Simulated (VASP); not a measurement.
Wanted: the native input for a VASP 6.6.1 run.

- Task: single point
- Functional: PBE
- Potentials or basis: VASP PAW PBE potentials, release 64 (Sn_d, O)
- Cutoff: 520 eV
- k mesh: 8 × 4 × 6
- Occupations: fermi-dirac, width 0.02 eV
- Spin: no spin polarisation
- Dipole correction: no
- Further INCAR settings: ALGO = Normal; EDIFF = 1e-06; NBANDS = 28

The structure of SnO lies in POSCAR:

```
SnO
1.0
    3.1277194475      0.0000000000      0.0000000000
    0.0000000000      5.4519708333      0.0000000000
    0.0000000000      0.0000000000      4.0008070933
Sn O
2 2
Direct
    0.0000000000      0.2441002993      0.5278874691
    0.5000000000      0.7558997007      0.0278874691
    0.0000000000      0.8836268900      0.7221135309
    0.5000000000      0.1163731100      0.2221135309
```

This cell differs from its parent crystal: biaxial xy strain -5.3%.

These files were run (other wordings do the same):

INCAR

```
ALGO = Normal ; EDIFF = 1E-6
ENCUT = 520 ; GGA = PE
ISIF = 2 ; ISMEAR = -1
LASPH = True ; LCHARG = False
LREAL = False ; LWAVE = False
NBANDS = 28 ; NELM = 60
PREC = Accurate ; SIGMA = 0.02
```

KPOINTS

```
k-points
0
Gamma
  8 4 6
```

Potentials or basis: VASP PAW PBE potentials, release 64 (Sn_d, O).

Command:

```sh
$ cat potpaw_PBE.64/Sn_d/POTCAR potpaw_PBE.64/O/POTCAR > POTCAR
$ mpirun -np 1 vasp_std > vasp.out
```

It gave:

* Pressure: 9.8 GPa
* Largest force: 0.668 eV/Å
* Band gap on the k mesh: 1.06 eV, indirect (least direct gap 1.33 eV)

Caveat: the cell differs from its parent crystal (biaxial xy strain -5.3%); spin-orbit coupling is left out, which moves the levels of the heavy elements.

Run time: 55 s on 1 thread of AMD EPYC 9R45 96-Core Processor (Zen 5), with other jobs on the host, peak memory 0.2 GiB.
